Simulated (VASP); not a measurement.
# BiTe3O2 (P-4m2) in VASP: single point with PBE

Aim: the single point of BiTe3O2 with PBE.

All numbers are computed with VASP 6.6.1; they aren't measurements. Logs are shortened: lines on timing, memory, paths and dates and some standing lists are left out, and cuts for length are marked.

### 1 The cell of the first run

The structure is tetragonal, space group P-4m2 (No. 115). Conventional cell: a = 4.125 Å, b = 4.125 Å, c = 9.088 Å, α = 90.00°, β = 90.00°, γ = 90.00°. Within 3.8 Å of Bi (site symmetry -4m2) lie 4 Te at 2.92 Å and 4 O at 3.19 Å. Te (site symmetry 2mm) has 5 O at 3.10 to 3.16 Å and 6 Te at 3.60 to 4.05 Å and 2 Bi at 4.05 Å within 4.1 Å. Te (site symmetry -4m2) has 4 Bi at 2.92 Å and 4 O at 3.19 Å within 3.8 Å. Within 4.1 Å of O (site symmetry 2mm) lie 7 Te at 3.10 to 3.19 Å and 2 Bi at 3.19 Å.

### 2 Single point, PBE

File INCAR:

```
PREC = Accurate ; ENCUT = 520
EDIFF = 1E-6 ; ISMEAR = 0
SIGMA = 0.1 ; LREAL = F
LASPH = T ; NELM = 60
ALGO = Normal ; ISIF = 2
LWAVE = F ; LCHARG = T
GGA = PE ; LELF = T
LVHAR = T ; NBANDS = 32
```

File KPOINTS:

```
Automatic mesh
0
Gamma
  4 4 2
```

File POSCAR:

```
BiTe3O2
1.0
    4.1249248800      0.0000000000      0.0000000000
    0.0000000000      4.1249248800      0.0000000000
    0.0000000000      0.0000000000      9.0875968000
Bi Te O
1 3 2
Direct
    0.0000000000      0.0000000000      0.0000000000
    0.0000000000      0.5000000000      0.3835000100
    0.5000000000      0.0000000000      0.6164999900
    0.5000000000      0.5000000000      0.0000000000
    0.0000000000      0.5000000000      0.7315000300
    0.5000000000      0.0000000000      0.2684999700
```

Potentials or basis: VASP PAW PBE potentials, release 64 (Bi_d, Te, O).

Launch:

```console
$ cat potpaw_PBE.64/Bi_d/POTCAR potpaw_PBE.64/Te/POTCAR potpaw_PBE.64/O/POTCAR > POTCAR
$ mpirun -np 1 vasp_std > vasp.out
```

OUTCAR:

```text
PREC = Accurate
   ENCUT = 520
   EDIFF = 1E-6
   ISMEAR = 0
   LREAL = F
   LASPH = T
   NELM = 60
   ISIF = 2
   GGA = PE

 ion  position               nearest neighbor table
   1  0.000  0.000  0.000-   4 2.92   4 2.92   4 2.92   4 2.92
   2  0.000  0.500  0.384-   3 3.60   3 3.60   3 3.60   3 3.60
   3  0.500  0.000  0.616-   2 3.60   2 3.60   2 3.60   2 3.60
   4  0.500  0.500  0.000-   1 2.92   1 2.92   1 2.92   1 2.92
   5  0.000  0.500  0.732-
   6  0.500  0.000  0.268-

  LATTYP: Found a simple tetragonal cell.
 ALAT       =     4.1249248800
 C/A-ratio  =     2.2030938900

  Lattice vectors:

 A1 = (   4.1249248800,   0.0000000000,   0.0000000000)
 A2 = (   0.0000000000,   4.1249248800,   0.0000000000)
 A3 = (   0.0000000000,   0.0000000000,   9.0875968000)

Analysis of symmetry for initial positions (statically):
=====================================================================
 Subroutine PRICEL returns:
 Original cell was already a primitive cell.

 Routine SETGRP: Setting up the symmetry group for a
 simple tetragonal supercell.

 Subroutine GETGRP returns: Found  8 space group operations
 (whereof  8 operations were pure point group operations)
 out of a pool of 16 trial point group operations.

The static configuration has the point symmetry D_2d.

Analysis of symmetry for dynamics (positions and initial velocities):
=====================================================================
 Subroutine PRICEL returns:
 Original cell was already a primitive cell.

 Routine SETGRP: Setting up the symmetry group for a
 simple tetragonal supercell.

 Subroutine GETGRP returns: Found  8 space group operations
 (whereof  8 operations were pure point group operations)
 out of a pool of 16 trial point group operations.

The dynamic configuration has the point symmetry D_2d.

 Subroutine INISYM returns: Found  8 space group operations
 (whereof  8 operations are pure point group operations),
 and found     1 'primitive' translations

----------------------------------------------------------------------------------------

                                     Primitive cell

  volume of cell :     154.6255

  direct lattice vectors                    reciprocal lattice vectors
     4.124924880  0.000000000  0.000000000     0.242428657  0.000000000  0.000000000
     0.000000000  4.124924880  0.000000000     0.000000000  0.242428657  0.000000000
     0.000000000  0.000000000  9.087596800     0.000000000  0.000000000  0.110040093

  length of vectors
     4.124924880  4.124924880  9.087596800     0.242428657  0.242428657  0.110040093

  position of ions in fractional coordinates (direct lattice)
     0.000000000  0.000000000  0.000000000
     0.000000000  0.500000000  0.383500010
     0.500000000  0.000000000  0.616499990
     0.500000000  0.500000000  0.000000000
     0.000000000  0.500000000  0.731500030
     0.500000000  0.000000000  0.268499970

  ion indices of the primitive-cell ions
   primitive index   ion index
                 1           1
                 2           2
                 3           3
                 4           4
                 5           5
                 6           6

----------------------------------------------------------------------------------------

 KPOINTS: Automatic mesh

Automatic generation of k-mesh.
 Grid dimensions read from file:
 generate k-points for:    4    4    2

 Generating k-lattice:

  Cartesian coordinates                     Fractional coordinates (reciprocal lattice)
     0.060607164  0.000000000  0.000000000     0.250000000  0.000000000  0.000000000
     0.000000000  0.060607164  0.000000000     0.000000000  0.250000000  0.000000000
     0.000000000  0.000000000  0.055020047     0.000000000  0.000000000  0.500000000

  Length of vectors
     0.060607164  0.060607164  0.055020047

  Shift w.r.t. Gamma in fractional coordinates (k-lattice)
     0.000000000  0.000000000  0.000000000

 Subroutine IBZKPT returns following result:
 ===========================================

 Found     12 irreducible k-points:

 Following reciprocal coordinates:
            Coordinates               Weight
  0.000000  0.000000  0.000000      1.000000
  0.250000  0.000000  0.000000      4.000000
  0.500000  0.000000  0.000000      2.000000
  0.250000  0.250000  0.000000      4.000000
  0.500000  0.250000  0.000000      4.000000
  0.500000  0.500000  0.000000      1.000000
  0.000000  0.000000  0.500000      1.000000
  0.250000  0.000000  0.500000      4.000000
  0.500000  0.000000  0.500000      2.000000
  0.250000  0.250000  0.500000      4.000000
  0.500000  0.250000  0.500000      4.000000
  0.500000  0.500000  0.500000      1.000000
   k-points           NKPTS =     12   k-points in BZ     NKDIM =     12   number of bands    NBANDS=     32
   number of dos      NEDOS =    301   number of ions     NIONS =      6
   total plane-waves  NPLWV =  71680
   dimension x,y,z NGX =    32 NGY =   32 NGZ =   70
   dimension x,y,z NGXF=    64 NGYF=   64 NGZF=  140
   ions per type =               1   3   2
   NGX,Y,Z   is equivalent  to a cutoff of  12.90, 12.90, 12.81 a.u.
   NGXF,Y,Z  is equivalent  to a cutoff of  25.79, 25.79, 25.61 a.u.
 SYSTEM =  unknown system
   PREC   = accura    normal or accurate (medium, high low for compatibility)
   ISTART =      0    job   : 0-new  1-cont  2-samecut
   ICHARG =      2    charge: 1-file 2-atom 10-const
   ISPIN  =      1    spin polarized calculation?
   LNONCOLLINEAR =      F non collinear calculations
   LSORBIT =      F    spin-orbit coupling
   LASPH  =      T    aspherical Exc in radial PAW
   ENCUT  =  520.0 eV  38.22 Ry    6.18 a.u.   7.67  7.67 16.90*2*pi/ulx,y,z
   NELM   =     60;   NELMIN=  2; NELMDL= -5     # of ELM steps
   EDIFF  = 0.1E-05   stopping-criterion for ELM
   LREAL  =      F    real-space projection
   EDIFFG = 0.1E-04   stopping-criterion for IOM
   NSW    =      0    number of steps for IOM
   IBRION =     -1    ionic relax: 0-MD 1-quasi-New 2-CG
   NFREE  =      0    steps in history (QN), initial steepest desc. (CG)
   ISIF   =      2    stress and relaxation
   ISYM   =      2    0-nonsym 1-usesym 2-fastsym
   POTIM  = 0.5000    time-step for ionic-motion
   TEBEG  =    0.0;   TEEND  =   0.0 temperature during run
   PSTRESS=    0.0 pullay stress
   NELECT =      45.0000    total number of electrons
   NUPDOWN=      -1.0000    fix difference up-down
   EMIN   =  10.00;   EMAX   =-10.00  energy-range for DOS
   EFERMI =   0.00;   METHOD = LEGACY
   ISMEAR =     0;   SIGMA  =   0.10  broadening in eV -4-tet -1-fermi 0-gaus
   EFERMI_NEDOS =   21; number of points for ismear=-14 and -15
   IALGO  =     38    algorithm
   IMIX   =      4    mixing-type and parameters
     AMIX     =   0.40;   BMIX     =  1.00
     AMIX_MAG =   1.60;   BMIX_MAG =  1.00
  volume/ion in A,a.u.               =      25.77       173.91
  Fermi-wavevector in a.u.,A,eV,Ry     =   1.084889  2.050143 16.013840  1.176984
  Thomas-Fermi vector in A             =   2.220990
   LORBIT       =      0    0 simple, 1 ext, 2 COOP (PROOUT), +10 PAW based schemes
   GGA     = PE    functional components
   LHFCALC =     F    Hartree Fock is set to
   AEXX    =    0.0000 exact exchange contribution
   IVDW    =     0    specifies the selected vdW correction
   LEPSILON=     F    determine dielectric tensor
   LRPA    =     F    only Hartree local field effects (RPA)
 non-spin polarized calculation
 Gauss-broadening in eV      SIGMA  =   0.10
  energy-cutoff  :      520.00
  volume of cell :      154.63
 maximum number of plane-waves:      4194
 NGX is ok and might be reduce to    32
   NGX = 15   NGY = 15   NGZ = 33

 number of electron      44.9999993 magnetization

 Free energy of the ion-electron system (eV)
  ---------------------------------------------------
  ext. energy  EPLUGINS =         0.00000000
  ---------------------------------------------------
  free energy    TOTEN  =       -18.71067980 eV

  energy without entropy =      -18.67575075  energy(sigma->0) =      -18.69321527

 E-fermi :   5.1256     XC(G=0):  -9.5337

 val. band max:        5.1243731161   @ k =   0.5000   0.2500   0.0000
 cond. band min:       5.1597649446   @ k =   0.0000   0.0000   0.5000
 fundamental gap:      0.0353918285
 Fermi energy:         5.1256236378

 k-point     1 :       0.0000    0.0000    0.0000
  band No.  band energies     occupation
      1     -18.4188      2.00000
      2     -18.3558      2.00000
      3     -18.3520      2.00000
      4     -18.3520      2.00000
      5     -18.3380      2.00000
      6     -11.0847      2.00000
[... 24 lines left out ...]
     31      10.0599      0.00000
     32      12.0642      0.00000

 k-point     2 :       0.2500    0.0000    0.0000
  band No.  band energies     occupation
      1     -18.4114      2.00000
      2     -18.3677      2.00000
      3     -18.3565      2.00000
      4     -18.3518      2.00000
      5     -18.3272      2.00000
      6     -11.0076      2.00000
[... 24 lines left out ...]
     31      11.3467      0.00000
     32      12.5697      0.00000

 k-point     3 :       0.5000    0.0000    0.0000
  band No.  band energies     occupation
      1     -18.4053      2.00000
      2     -18.3796      2.00000
      3     -18.3609      2.00000
      4     -18.3517      2.00000
      5     -18.3151      2.00000
      6     -10.9122      2.00000
[... 24 lines left out ...]
     31      11.9733      0.00000
     32      13.5476      0.00000

 k-point     4 :       0.2500    0.2500    0.0000
  band No.  band energies     occupation
      1     -18.4033      2.00000
      2     -18.3807      2.00000
      3     -18.3563      2.00000
      4     -18.3556      2.00000
      5     -18.3168      2.00000
      6     -10.9522      2.00000
[... 24 lines left out ...]
     31      12.1187      0.00000
     32      12.2667      0.00000

 k-point     5 :       0.5000    0.2500    0.0000
  band No.  band energies     occupation
      1     -18.3964      2.00000
      2     -18.3936      2.00000
      3     -18.3600      2.00000
      4     -18.3554      2.00000
      5     -18.3052      2.00000
      6     -10.8847      2.00000
[... 24 lines left out ...]
     31      12.1031      0.00000
     32      12.2451      0.00000

 k-point     6 :       0.5000    0.5000    0.0000
  band No.  band energies     occupation
      1     -18.4074      2.00000
      2     -18.3888      2.00000
      3     -18.3591      2.00000
      4     -18.3591      2.00000
      5     -18.2939      2.00000
      6     -10.8570      2.00000
[... 24 lines left out ...]
     31      12.4441      0.00000
     32      12.5200      0.00000

 k-point     7 :       0.0000    0.0000    0.5000
  band No.  band energies     occupation
      1     -18.4188      2.00000
      2     -18.3558      2.00000
      3     -18.3521      2.00000
      4     -18.3521      2.00000
      5     -18.3380      2.00000
      6     -11.0349      2.00000
[... 24 lines left out ...]
     31      10.3197      0.00000
     32      11.9598      0.00000

 k-point     8 :       0.2500    0.0000    0.5000
  band No.  band energies     occupation
      1     -18.4114      2.00000
      2     -18.3677      2.00000
      3     -18.3565      2.00000
      4     -18.3519      2.00000
      5     -18.3272      2.00000
      6     -10.9725      2.00000
[... 24 lines left out ...]
     31      11.0961      0.00000
     32      12.1949      0.00000

 k-point     9 :       0.5000    0.0000    0.5000
  band No.  band energies     occupation
      1     -18.4054      2.00000
      2     -18.3796      2.00000
      3     -18.3609      2.00000
      4     -18.3516      2.00000
      5     -18.3151      2.00000
      6     -10.9120      2.00000
[... 24 lines left out ...]
     31      11.9226      0.00000
     32      12.6610      0.00000

 k-point    10 :       0.2500    0.2500    0.5000
  band No.  band energies     occupation
      1     -18.4033      2.00000
      2     -18.3807      2.00000
      3     -18.3563      2.00000
      4     -18.3556      2.00000
      5     -18.3168      2.00000
      6     -10.9277      2.00000
[... 24 lines left out ...]
     31      12.2381      0.00000
     32      12.7835      0.00000

 k-point    11 :       0.5000    0.2500    0.5000
  band No.  band energies     occupation
      1     -18.3964      2.00000
      2     -18.3935      2.00000
      3     -18.3600      2.00000
      4     -18.3554      2.00000
      5     -18.3052      2.00000
      6     -10.8845      2.00000
[... 24 lines left out ...]
     31      11.6460      0.00000
     32      13.0253      0.00000

 k-point    12 :       0.5000    0.5000    0.5000
  band No.  band energies     occupation
      1     -18.4074      2.00000
      2     -18.3888      2.00000
      3     -18.3591      2.00000
      4     -18.3591      2.00000
      5     -18.2939      2.00000
      6     -10.8569      2.00000
[... 24 lines left out ...]
     31      12.5347      0.00000
     32      13.5181      0.00000

------------------------ aborting loop because EDIFF is reached ----------------------------------------

  FORCE on cell =-STRESS in cart. coord.  units (eV):
  Direction    XX          YY          ZZ          XY          YZ          ZX
  --------------------------------------------------------------------------------------
  -------------------------------------------------------------------------------------
  Total       -3.2120706     -3.2120706     -9.4158334      0.0000000      0.0000000      0.0000000
  in kB      -33.2823917    -33.2823917    -97.5636881      0.0000000      0.0000000      0.0000000
  external PRESSURE =     -54.7094905 kB  Pullay stress =       0.0000000 kB

 VOLUME and BASIS-vectors are now :
 -----------------------------------------------------------------------------
  energy-cutoff  :      520.00
  volume of cell :      154.63
      direct lattice vectors                 reciprocal lattice vectors
     4.124924880  0.000000000  0.000000000     0.242428657  0.000000000  0.000000000
     0.000000000  4.124924880  0.000000000     0.000000000  0.242428657  0.000000000
     0.000000000  0.000000000  9.087596800     0.000000000  0.000000000  0.110040093

 POSITION                                       TOTAL-FORCE (eV/Angst)
 -----------------------------------------------------------------------------------
      0.00000      0.00000      0.00000         0.000000     -0.000000      0.000000
      0.00000      2.06246      3.48509         0.000000      0.000000      0.931044
      2.06246      0.00000      5.60250        -0.000000      0.000000     -0.931044
      2.06246      2.06246      0.00000         0.000000      0.000000      0.000000
      0.00000      2.06246      6.64758         0.000000      0.000000      0.454531
      2.06246      0.00000      2.44002         0.000000      0.000000     -0.454531
 -----------------------------------------------------------------------------------
    total drift:                                0.000000      0.000000      0.000000

  FREE ENERGIE OF THE ION-ELECTRON SYSTEM (eV)
  ---------------------------------------------------
  free  energy   TOTEN  =       -18.7106797969 eV

  energy  without entropy=      -18.6757507509  energy(sigma->0) =      -18.69321527
```

It took 46 s on 1 thread of Intel Xeon Platinum 8559C (Emerald Rapids), shared host; peak memory 0.27 GiB.

Results:

```
Free energy   : -18.7107 eV
Pressure      : -5.5 GPa
Largest force : 0.931 eV/Å
```

Forces on the atoms (eV/Å):
```
Bi   0.000  0.000  0.000
Te   0.000  0.000  0.931
Te   0.000  0.000 -0.931
Te   0.000  0.000  0.000
O    0.000  0.000  0.455
O    0.000  0.000 -0.455
```

Stress tensor (GPa, compression positive):
```
-3.33  0.00  0.00
 0.00 -3.33  0.00
 0.00  0.00 -9.76
```

Levels at points of the mesh, in eV from the Fermi level:
```tsv
k point	band 20	band 21	band 22	band 23	band 24	band 25
(0.00, 0.00, 0.00)	-1.57	-0.78	0.10	0.10	1.06	1.38
(0.50, 0.00, 0.00)	-0.91	-0.52	-0.21	-0.19	-0.10	0.10
(0.50, 0.50, 0.00)	-0.68	-0.68	-0.47	-0.42	-0.42	0.68
(0.00, 0.00, 0.50)	-1.30	-0.50	-0.06	0.03	0.03	1.40
(0.50, 0.00, 0.50)	-1.00	-0.72	-0.55	-0.38	-0.02	0.26
(0.50, 0.50, 0.50)	-1.61	-1.12	-0.16	-0.16	0.31	1.06
```

Caveat: the k points lie up to 0.38 Å⁻¹ apart; spin-orbit coupling is left out, which moves the levels of the heavy elements; an odd number of electrons without spin polarisation forces a metal; a magnetic or distorted state may lie lower.
